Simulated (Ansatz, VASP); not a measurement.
**Two plane-wave programs on BaTiO3**

```xyz
5
Lattice="2.7699 1.5992 2.2704 -2.7699 1.5992 2.2704 0.0000 -3.1985 2.2704" Properties=species:S:1:pos:R:3 pbc="T T T"
Ba    0.0000    0.0000    0.0174
Ti    0.0000    0.0000    3.3964
O     0.0000    1.5966    2.3161
O    -1.3827   -0.7983    2.3161
O     1.3827   -0.7983    2.3161
```

Change from the starting cell: volume scaled by 0.94, ions relaxed.

Alike in both runs: functional PBE; k mesh 8 × 8 × 8; occupations fermi-dirac, width 0.02 eV; no spin polarisation.

Ansatz relaxed the structure, and its values are those at the end. VASP's run is a single point on that final structure, the one shown.

|  | VASP | Ansatz |
| --- | --- | --- |
| version | VASP 6.6.1 | Ansatz 0.2.0 |
| potentials or method | VASP PAW PBE potentials, release 64 (Ba_sv, Ti_sv, O_h) | plane-wave PAW, scalar-relativistic |
| plane-wave cutoff (eV) | 910 | 420 |
| valence electrons in the cell | 40 | 40 |

|  | VASP | Ansatz | Ansatz less VASP |
| --- | --- | --- | --- |
| gap on the k mesh at the Fermi level (eV) | 1.92 | 1.99 | +0.070 |
| rms of the force components (eV/Å) | 0.008 | 0.004 | -0.0033 |

With one functional, cell and mesh, what is left measures potentials, basis and numerics. Ansatz's warnings: stress scf threshold loose.

Spin-orbit coupling is off throughout. Noted on VASP's run: the cutoff is short for stress, so the pressure is rough.
